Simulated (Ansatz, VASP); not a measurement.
**W: VASP beside Ansatz**

```
W
1.0
    -1.51744    1.51744    1.63723
     1.51744   -1.51744    1.63723
     1.51744    1.51744   -1.63723
W
1
Direct
  0.00000 0.00000 0.00000
```

Change from the starting cell: strain -0.050 along x and y, +0.025 along z, atoms carried along.

Alike in both runs: task single point; functional r2SCAN; k mesh 20 × 20 × 20; occupations gaussian, width 0.15 eV; no spin polarisation.

|  | VASP | Ansatz |
| --- | --- | --- |
| version | VASP 6.6.1 | Ansatz 0.2.0 |
| potentials or method | VASP PAW PBE potentials, release 64 (W_sv), cutoff 520 eV | scalar-relativistic, plane waves, PAW |
| valence electrons in the cell | 14 | 14 |

Ansatz gave:

```
gap on the k mesh at the Fermi level (eV)                     : none
pressure (GPa)                                                : 19.9
traceless stress, the component that is largest in VASP (GPa) : -18.10
```

Problem. What did VASP give for the same quantities?

Solution. gap on the k mesh at the Fermi level (eV): none; pressure (GPa): 21.5; traceless stress, the component that is largest in VASP (GPa): -18.05.

VASP's potentials were made for PBE, not for r2SCAN. A gap of «none» marks a metal or a gap that the smearing closes. With one functional, cell and mesh, what is left measures potentials, basis and numerics.

Neither program's run includes spin-orbit coupling.
